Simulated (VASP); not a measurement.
# BN (Pm) in VASP: further runs, part 2 of 2

VASP 6.6.1.

### 3 Single point, PBE+D3(BJ) (atoms displaced along several vibrational modes)

INCAR

```
SYSTEM = BN
PREC = Accurate ; ENCUT = 520
EDIFF = 1E-6 ; ISMEAR = 1
SIGMA = 0.05 ; LREAL = .FALSE.
LASPH = .TRUE. ; NELM = 60
ALGO = Normal ; ISIF = 2
LWAVE = .FALSE. ; LCHARG = .TRUE.
GGA = PE ; IVDW = 12
LELF = .TRUE. ; LVHAR = .TRUE.
NBANDS = 16
```

KPOINTS

```
Automatic mesh
0
G
  12 12 4
  0 0 0
```

POSCAR

```
BN
1.0
    2.5061127838      0.0000000000      0.0000000000
   -1.2530563919      2.1703573356      0.0000000000
    0.0000000000      0.0000000000      6.5923998870
B N
2 2
Direct
   -0.1581327026      0.0294882317      0.5000000000
    0.5117136202      0.6770741131      0.0000000000
    0.1683262829     -0.0080314294      0.0000000000
    0.4827141693      0.3105749947      0.5000000000
```

Potentials or basis: VASP PAW PBE potentials, release 64 (B, N).

Started as:

```sh
$ cat potpaw_PBE.64/B/POTCAR potpaw_PBE.64/N/POTCAR > POTCAR
$ mpirun -np 1 vasp_std > vasp.out
```

OUTCAR:

```text
SYSTEM = BN
   PREC = Accurate
   ENCUT = 520
   EDIFF = 1E-6
   ISMEAR = 1
   LREAL = .FALSE.
   LASPH = .TRUE.
   NELM = 60
   ISIF = 2
   GGA = PE
   IVDW = 12
 IVDW          = 12

 ion  position               nearest neighbor table
   1  0.842  0.029  0.500-   4 1.39   4 1.39   4 1.56
   2  0.512  0.677  0.000-   3 1.43   3 1.43   3 1.49
   3  0.168  0.992  0.000-   2 1.43   2 1.43   2 1.49
   4  0.483  0.311  0.500-   1 1.39   1 1.39   1 1.56

  LATTYP: Found a hexagonal cell.
 ALAT       =     2.5061127838
 C/A-ratio  =     2.6305280152

  Lattice vectors:

 A1 = (   2.5061127838,   0.0000000000,   0.0000000000)
 A2 = (  -1.2530563919,   2.1703573356,   0.0000000000)
 A3 = (   0.0000000000,   0.0000000000,   6.5923998870)

Analysis of symmetry for initial positions (statically):
=====================================================================
 Subroutine PRICEL returns:
 Original cell was already a primitive cell.

 Routine SETGRP: Setting up the symmetry group for a
 hexagonal supercell.

 Subroutine GETGRP returns: Found  2 space group operations
 (whereof  2 operations were pure point group operations)
 out of a pool of 24 trial point group operations.

The static configuration has the point symmetry C_1h.

Analysis of symmetry for dynamics (positions and initial velocities):
=====================================================================
 Subroutine PRICEL returns:
 Original cell was already a primitive cell.

 Routine SETGRP: Setting up the symmetry group for a
 hexagonal supercell.

 Subroutine GETGRP returns: Found  2 space group operations
 (whereof  2 operations were pure point group operations)
 out of a pool of 24 trial point group operations.

The dynamic configuration has the point symmetry C_1h.

 Subroutine INISYM returns: Found  2 space group operations
 (whereof  2 operations are pure point group operations),
 and found     1 'primitive' translations

[... 120 lines left out ...]
  Fermi-wavevector in a.u.,A,eV,Ry     =   1.250997  2.364042 21.293038  1.564994
  Thomas-Fermi vector in A             =   2.384965
   LORBIT       =      0    0 simple, 1 ext, 2 COOP (PROOUT), +10 PAW based schemes
   GGA     = PE    functional components
   LHFCALC =     F    Hartree Fock is set to
   AEXX    =    0.0000 exact exchange contribution
   IVDW    =    12    specifies the selected vdW correction
   LEPSILON=     F    determine dielectric tensor
   LRPA    =     F    only Hartree local field effects (RPA)
 non-spin polarized calculation
 Methfessel and Paxton  Order N= 1 SIGMA  =   0.05
  energy-cutoff  :      520.00
  volume of cell :       35.86
 maximum number of plane-waves:       985
   NGX =  9   NGY =  9   NGZ = 25

 number of electron      15.9999998 magnetization

 Free energy of the ion-electron system (eV)
  ---------------------------------------------------
  ext. energy  EPLUGINS =         0.00000000
  ---------------------------------------------------
  free energy    TOTEN  =       -34.85552149 eV

  energy without entropy =      -34.85554364  energy(sigma->0) =      -34.85552887

 E-fermi :   2.6337     XC(G=0): -10.1131

 val. band max:        2.5965068950   @ k =   0.4167   0.3333   0.0000
 cond. band min:       5.7370239455   @ k =   0.5000   0.5000   0.0000
 fundamental gap:      3.1405170505
 Fermi energy:         2.6336882086

 k-point     1 :       0.0000    0.0000    0.0000
  band No.  band energies     occupation
      1     -15.4774      2.00000
      2     -15.1679      2.00000
      3      -3.9225      2.00000
      4      -1.7385      2.00000
      5      -0.3049      2.00000
      6       0.5355      2.00000
[... 433 lines left out ...]
      3      -2.6631      2.00000
      4      -1.8514      2.00000
      5      -1.7464      2.00000
      6      -0.9128      2.00000
[... 8 lines left out ...]
     15      17.5587      0.00000
     16      17.6129      0.00000

 [... further k-points ...]

------------------------ aborting loop because EDIFF is reached ----------------------------------------

 Edisp (eV)   -0.56890

 E8    (eV) :    -0.1668

  FORCE on cell =-STRESS in cart. coord.  units (eV):
  Direction    XX          YY          ZZ          XY          YZ          ZX
  --------------------------------------------------------------------------------------
  -------------------------------------------------------------------------------------
  Total       2.46133    -0.91218     0.26520     0.08691     0.00000     0.00000
  in kB     109.97796   -40.75823    11.84990     3.88339     0.00000     0.00000
  external pressure =       27.02 kB  Pullay stress =        0.00 kB

 VOLUME and BASIS-vectors are now :
 -----------------------------------------------------------------------------
  energy-cutoff  :      520.00
  volume of cell :       35.86
      direct lattice vectors                 reciprocal lattice vectors
     2.506112784  0.000000000  0.000000000     0.399024340  0.230376810  0.000000000
    -1.253056392  2.170357336  0.000000000     0.000000000  0.460753620  0.000000000
     0.000000000  0.000000000  6.592399887     0.000000000  0.000000000  0.151689827

 POSITION                                       TOTAL-FORCE (eV/Angst)
 -----------------------------------------------------------------------------------
      2.07286      0.06400      3.29620         0.035455     -3.863207      0.000000
      0.43400      1.46949      0.00000        -0.073456     -1.541531      0.000000
     -0.82115      2.15293      0.00000         0.034010      1.478163      0.000000
      0.82057      0.67406      3.29620         0.003990      3.926574      0.000000
 -----------------------------------------------------------------------------------
    total drift:                                0.000067      0.000582      0.000000

  FREE ENERGIE OF THE ION-ELECTRON SYSTEM (eV)
  ---------------------------------------------------
  free  energy   TOTEN  =       -35.4244172662 eV

  energy  without entropy=      -35.4244394162  energy(sigma->0) =      -35.42442465
```

Wall time 3.4 min (1 thread of Intel Xeon 8259CL, shared host); peak memory 0.24 GiB.

Results:

```
Free energy                : -35.4244 eV
Pressure                   : 2.7 GPa
Largest force              : 3.927 eV/Å
Band gap on the k mesh     : 3.14 eV (least direct gap 3.50 eV)
Dispersion energy per atom : -0.142 eV
```

Forces in eV/Å, atoms in the order of the input:
```
B    0.035 -3.863  0.000
B   -0.073 -1.542  0.000
N    0.034  1.478  0.000
N    0.004  3.927  0.000
```

Caveat: the cell differs from its parent crystal (atoms displaced along several vibrational modes); the stress differs along the axes, from -4 to 11 GPa; forces of over 1 eV/Å act on the atoms, so gaps and moduli don't describe the material at rest. A k mesh can miss the band edges.
